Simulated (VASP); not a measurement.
**Al5GaAs6: relaxation of cell and atoms with PBE**

The system is Al5GaAs6.

```
Al Ga As
1.0
     6.99746    0.00000    0.00000
    -3.49873    6.05998    0.00000
     0.00000    0.00000    6.64484
Al Ga As
5 1 6
Direct
  0.33364 0.33364 0.99944
  0.00000 0.66636 0.99944
  0.66636 0.00000 0.99944
  0.66667 0.33333 0.49993
  0.33333 0.66667 0.49993
  0.00000 0.00000 0.50069
  0.33406 0.33406 0.37373
  0.00000 0.66594 0.37373
  0.66594 0.00000 0.37373
  0.66667 0.33333 0.87396
  0.33333 0.66667 0.87396
  0.00000 0.00000 0.87602
```

```json
{"Program": "VASP 6.6.1", "Task": "relaxation of cell and atoms", "Functional": "PBE", "Potentials or basis": "VASP PAW PBE potentials, release 64 (Al, Ga_d, As)", "Cutoff": "600 eV", "k mesh": "6 × 6 × 4", "Occupations": "gaussian, width 0.02 eV", "Spin": "no spin polarisation", "Dipole correction": "no", "Further INCAR settings": "ALGO = Normal; EDIFF = 1e-07; IBRION = 2; EDIFFG = -0.01; NSW = 100; ISIF = 3"}
```

| Property | Result |
| --- | --- |
| Relaxed volume | 23.58 Å³/atom |
| Relaxed cell | a = 7.008 Å, b = 7.008 Å, c = 6.654 Å, α = 90.00°, β = 90.00°, γ = 120.00° |
| Space group after relaxing (to 0.05 Å) | P31m (No. 157) |
| Energy gained by relaxing | 0.1 meV/atom |
| Ionic steps | 3 |
| Pressure after relaxing | 0.0 GPa |
| Largest force after relaxing | 0.006 eV/Å |
| Band gap on the k mesh | 1.34 eV, direct |

Forces on the atoms (eV/Å):
```
Al   0.000  0.000 -0.001
Al   0.000  0.000 -0.001
Al   0.000  0.000 -0.001
Al   0.000  0.000 -0.001
Al   0.000  0.000 -0.001
Ga   0.000  0.000 -0.002
As   0.003  0.005  0.001
As   0.003 -0.005  0.001
As  -0.006  0.000  0.001
As   0.000  0.000  0.000
As   0.000  0.000  0.000
As   0.000  0.000  0.004
```

The path:
```tsv
step	energy change (eV)	largest force (eV/Å)	pressure (GPa)	volume (Å³)
1	0.0000	0.0064	0.29	281.77
2	-0.0009	0.0058	-0.12	283.54
3	-0.0011	0.0059	0.00	283.00
```

Final structure:
```cif
data_structure
_symmetry_space_group_name_H-M 'P 1'
_symmetry_Int_Tables_number 1
_cell_length_a 7.0077
_cell_length_b 7.0077
_cell_length_c 6.6543
_cell_angle_alpha 90.000
_cell_angle_beta 90.000
_cell_angle_gamma 120.000
_cell_volume 283.00
loop_
_atom_site_label
_atom_site_type_symbol
_atom_site_fract_x
_atom_site_fract_y
_atom_site_fract_z
_atom_site_occupancy
Al1 Al 0.33364 0.33364 0.99945 1
Al2 Al 0.00000 0.66636 0.99945 1
Al3 Al 0.66636 0.00000 0.99945 1
Al4 Al 0.66667 0.33333 0.49994 1
Al5 Al 0.33333 0.66667 0.49994 1
Ga1 Ga 0.00000 0.00000 0.50069 1
As1 As 0.33409 0.33409 0.37373 1
As2 As 0.00000 0.66591 0.37373 1
As3 As 0.66591 0.00000 0.37373 1
As4 As 0.66667 0.33333 0.87395 1
As5 As 0.33333 0.66667 0.87395 1
As6 As 0.00000 0.00000 0.87603 1
```

Levels at points of the mesh, in eV from the valence-band top:
```
           k point  band 27  band 28  band 29  band 30  band 31  band 32
(0.00, 0.00, 0.00)    -0.14     0.00     0.00     1.34     1.67     2.26
(0.50, 0.00, 0.00)    -0.96    -0.92    -0.92     1.66     2.76     3.28
(0.00, 0.00, 0.50)    -0.59    -0.50    -0.50     1.86     2.35     2.56
(0.50, 0.00, 0.50)    -1.71    -1.70    -1.67     1.65     1.90     2.84
```

Wall time 7.5 min on 1 thread of Intel(R) Xeon(R) Platinum 8559C (Emerald Rapids), with other jobs on the host, peak memory 0.61 GiB.

A k mesh can miss the band edges. As with any semilocal functional, this PBE gap is likely too small.
